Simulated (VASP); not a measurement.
The system is ZnS.

```
Zn S
1.0
     0.00000   -2.72156   -2.72156
     0.00000    2.72156   -2.72156
     5.44313    0.00000    0.00000
Zn S
2 2
Direct
  0.48119 0.50089 0.50355
  0.98119 0.00089 0.00355
  0.98119 0.50089 0.25355
  0.55642 0.99733 0.73936
```

```yaml
Program: VASP 6.6.1
Task: relaxation of cell and atoms
Functional: PBE
Potentials_or_basis: VASP PAW PBE potentials, release 64 (Zn, S)
Cutoff: 600 eV
k_mesh: 6 × 6 × 4
Occupations: gaussian, width 0.05 eV
Spin: no spin polarisation
```

At the start: pressure 1.4 GPa; volume 20.16 Å³/atom.

Problem. Where does the relaxation end?

Solution. Over 19 steps the energy falls by 66.5 meV/atom and the volume is 20.20 Å³/atom (+0.2 %); space group Pm (No. 6, to 0.1 Å) before, F-43m (No. 216, to 0.1 Å).

Step by step:
```csv
step,energy change (eV),largest force (eV/Å),pressure (GPa),volume (Å³)
1,0.0000,1.7400,1.42,80.63
2,-0.1575,0.8927,-1.36,82.72
3,-0.1638,0.8031,-1.93,83.38
4,-0.2351,0.3600,-0.14,81.02
5,-0.2382,0.2932,0.32,80.47
6,-0.2543,0.1921,-0.01,80.82
7,-0.2568,0.2277,-0.15,81.04
8,-0.2617,0.1176,-0.07,80.90
9,-0.2622,0.0966,-0.02,80.83
10,-0.2636,0.0631,0.06,80.77
11,-0.2639,0.0754,0.10,80.71
12,-0.2648,0.0446,-0.07,80.90
13,-0.2649,0.0485,-0.12,80.97
14,-0.2655,0.0369,0.06,80.80
15,-0.2657,0.0319,0.13,80.72
16,-0.2658,0.0193,-0.13,80.98
17,-0.2659,0.0123,-0.07,80.88
18,-0.2659,0.0110,0.07,80.78
19,-0.2659,0.0095,0.00,80.81
```

Final structure:
```
Zn S
1.0
     0.00169   -2.72447   -2.72435
    -0.00001    2.72463   -2.72452
     5.44357   -0.00035   -0.00044
Zn S
2 2
Direct
  0.49941 0.49997 0.49994
  0.00058 0.00004 0.99990
  0.99960 0.50003 0.25001
  0.50041 0.99996 0.75015
```
